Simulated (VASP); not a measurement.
Write the native input for VASP 6.6.1 that does the following.

| Quantity | Value |
| --- | --- |
| Task | single point |
| Functional | PBE |
| Potentials or basis | VASP PAW PBE potentials, release 64 (B, N) |
| Cutoff | 520 eV |
| k mesh | 6 × 6 × 3 |
| Occupations | methfessel-paxton, width 0.05 eV |
| Spin | no spin polarisation |
| Dipole correction | no |
| Further INCAR settings | ALGO = Normal; EDIFF = 1e-06; NBANDS = 16; NELMDL = -8 |

The structure of BN lies in POSCAR:

```
BN
1.0
    2.5360000000      0.0000000000      0.0000000000
   -1.2680000000      2.1962400000      0.0000000000
    0.0000000000      0.0000000000      4.4490000000
B N
2 2
Direct
    0.6666666667      0.3333333333      0.0000000000
    0.3333333333      0.6666666667      0.4719037986
    0.6666666667      0.3333333333      0.3539278490
    0.3333333333      0.6666666667      0.8258316476
```

These files were run (other wordings do the same):

INCAR

```
PREC = Accurate
ENCUT = 520
EDIFF = 1E-6
ISMEAR = 1
SIGMA = 0.05
LREAL = False
LASPH = True
NELM = 120
ALGO = Normal
ISIF = 2
LWAVE = False
LCHARG = True
GGA = PE
LELF = True
LVHAR = True
NBANDS = 16
GGA_COMPAT = False
NELMDL = -8
```

KPOINTS

```
regular mesh
0
Gamma
  6 6 3
```

Potentials or basis: VASP PAW PBE potentials, release 64 (B, N).

Launch:

```sh
$ cat potpaw_PBE.64/B/POTCAR potpaw_PBE.64/N/POTCAR > POTCAR
$ mpirun -np 1 vasp_std > vasp.out
```

Results of the run:

The largest force is 5.350 eV/Å. The band gap on the k mesh is 2.98 eV, indirect (least direct gap 6.06 eV).

Caveat: the k points lie up to 0.48 Å⁻¹ apart.

Wall time 5.7 s on 1 thread of Intel(R) Xeon(R) Platinum 8488C (Sapphire Rapids), on a shared host, peak memory 0.13 GiB.
